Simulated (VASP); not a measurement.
Write the native input for VASP 6.6.1 that does the following.

```
Task                   : single point
Functional             : PBE
Potentials or basis    : VASP PAW PBE potentials, release 64 (V_sv, Si)
Cutoff                 : 520 eV
k mesh                 : 9 × 9 × 6
Occupations            : gaussian, width 0.1 eV
Spin                   : no spin polarisation
Dipole correction      : no
Further INCAR settings : ALGO = Normal; EDIFF = 1e-06; NBANDS = 42
```

The structure of VSi2 lies in POSCAR:

```
VSi2
1.0
    4.5726009694      0.0000000000      0.0000000000
   -2.2863004847      3.9599886008      0.0000000000
    0.0000000000      0.0000000000      6.3744000000
V Si
3 6
Direct
    0.5000000000      0.0000000000      0.0000000000
    0.5000000000      0.5000000000      0.6666666667
    0.0000000000      0.5000000000      0.3333333333
    0.1626000000      0.3252000000      0.0000000000
    0.8374000000      0.1626000000      0.6666666667
    0.6748000000      0.8374000000      0.3333333333
    0.8374000000      0.6748000000      0.0000000000
    0.1626000000      0.8374000000      0.6666666667
    0.3252000000      0.1626000000      0.3333333333
```

The input as run:

INCAR

```
PREC = Accurate
ENCUT = 520
EDIFF = 1E-6
ISMEAR = 0
SIGMA = 0.1
LREAL = False
LASPH = True
NELM = 100
ALGO = Normal
ISIF = 2
LWAVE = False
LCHARG = True
GGA = PE
LELF = True
LVHAR = True
NBANDS = 42
```

KPOINTS

```
Automatic mesh
0
Gamma
  9 9 6
```

Potentials or basis: VASP PAW PBE potentials, release 64 (V_sv, Si).

Launch:

```console
$ cat potpaw_PBE.64/V_sv/POTCAR potpaw_PBE.64/Si/POTCAR > POTCAR
$ mpirun -np 1 vasp_std > vasp.out
```

Results of the run:

* Pressure: -0.7 GPa
* Largest force: 0.020 eV/Å
* Band gap on the k mesh: zero (an odd number of electrons rules out a gap without spin polarisation)

Run time: 96 s on 1 thread of Intel(R) Xeon(R) 6975P-C (Granite Rapids), with other jobs on the host, peak memory 0.32 GiB.
